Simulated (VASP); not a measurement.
Here is a VASP 6.6.1 calculation.

INCAR

```
PREC = Accurate
ENCUT = 520
EDIFF = 1E-6
ISMEAR = -1
SIGMA = 0.05
LREAL = F
LASPH = T
NELM = 100
ALGO = Fast
ISIF = 2
LWAVE = F
LCHARG = T
GGA = PS
LELF = T
LVHAR = T
NBANDS = 26
```

Contents of KPOINTS:

```
regular mesh
0
Gamma
  9 9 9
```

POSCAR

```
In
1.0
    1.6355530321      0.9442869834      8.0399169875
   -1.6355530321      0.9442869834      8.0399169875
    0.0000000000     -1.8885739667      8.0399169875
In
3
Direct
    0.2219877600      0.2219877600      0.2219877600
    0.7780122400      0.7780122400      0.7780122400
    0.0000000000      0.0000000000      0.0000000000
```

Potentials or basis: VASP PAW PBE potentials, release 64 (In_d).

Launch:

```bash
$ cat potpaw_PBE.64/In_d/POTCAR > POTCAR
$ mpirun -np 1 vasp_std > vasp.out
```

Estimate the pressure.

1.6 GPa.

Predict the band gap on the k mesh.

zero (an odd number of electrons rules out a gap without spin polarisation).

Forces on the atoms (eV/Å):
```
In   0.000  0.000 -0.002
In   0.000  0.000  0.002
In   0.000  0.000  0.000
```

Caveat: the PAW data sets were made with another functional, which shifts forces and pressure a little; spin-orbit coupling is left out, which moves the levels of the heavy elements.
